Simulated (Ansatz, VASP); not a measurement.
One calculation of Ga, two programs

```
Ga
1.0
     2.25749   -3.78641    0.00000
     2.25749    3.78641    0.00000
     0.00000    0.00000    4.47196
Ga
4
Direct
  0.65614 0.34386 0.41500
  0.84386 0.15614 0.91500
  0.34386 0.65614 0.58500
  0.15614 0.84386 0.08500
```

Alike in both runs: functional PBEsol; k mesh 10 × 10 × 8; occupations fermi-dirac, width 0.15 eV; no spin polarisation.

Ansatz relaxed the structure, and its values are those at the end. VASP's run is a single point on that final structure, the one shown.

|  | VASP | Ansatz |
| --- | --- | --- |
| version | VASP 6.6.1 | Ansatz 0.2.0 |
| potentials or method | VASP PAW PBE potentials, release 64 (Ga_d), cutoff 520 eV | scalar-relativistic, plane waves, PAW |
| valence electrons in the cell | 52 | 52 |

```csv
,VASP,Ansatz,Ansatz less VASP
gap on the k mesh at the Fermi level (eV),none,none,-
pressure (GPa),0.0,0.0,-0.02
```

VASP's potentials were made for PBE, not for PBEsol, and Ansatz warns of the same on its side. A gap of «none» marks a metal or a gap that the smearing closes.
